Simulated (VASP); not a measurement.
Input of a VASP 6.6.1 run:

Contents of INCAR:

```
SYSTEM = InCuO
PREC = Accurate
ENCUT = 520
EDIFF = 1E-6
ISMEAR = 0
SIGMA = 0.1
LREAL = .False.
LASPH = .True.
NELM = 150
ALGO = Normal
ISIF = 2
LWAVE = .False.
LCHARG = .False.
ISPIN = 2
MAGMOM = 0 1 0
LORBIT = 11
LMAXMIX = 4
GGA = PE
NBANDS = 26
```

Contents of KPOINTS:

```
Automatic mesh
0
Gamma
  6 6 4
  0 0 0
```

File POSCAR:

```
InCuO
1.0
    2.8988046700      0.0000000000      0.0000000000
    0.0000000000      2.8988046700      0.0000000000
    0.0000000000      0.0000000000      6.3977640500
In Cu O
1 1 1
Direct
    0.0000000000      0.0000000000      0.0000000000
    0.5000000000      0.5000000000      0.5000000000
    0.0000000000      0.0000000000      0.5000000000
```

Potentials or basis: VASP PAW PBE potentials, release 64 (In_d, Cu, O).

Launch:

```console
$ cat potpaw_PBE.64/In_d/POTCAR potpaw_PBE.64/Cu/POTCAR potpaw_PBE.64/O/POTCAR > POTCAR
$ mpirun -np 1 vasp_std > vasp.out
```

(1) What does it give for the pressure?

(2) Predict the net moment.

(3) Estimate the band gap on the k mesh.

## Answers

(1) -2.9 GPa.

(2) 0.00 μB per cell.

(3) zero (filled and empty bands overlap).

Caveat: the k points lie up to 0.36 Å⁻¹ apart, too coarse for converged energies and pressures of a metal; spin-orbit coupling is left out, which moves the levels of the heavy elements.
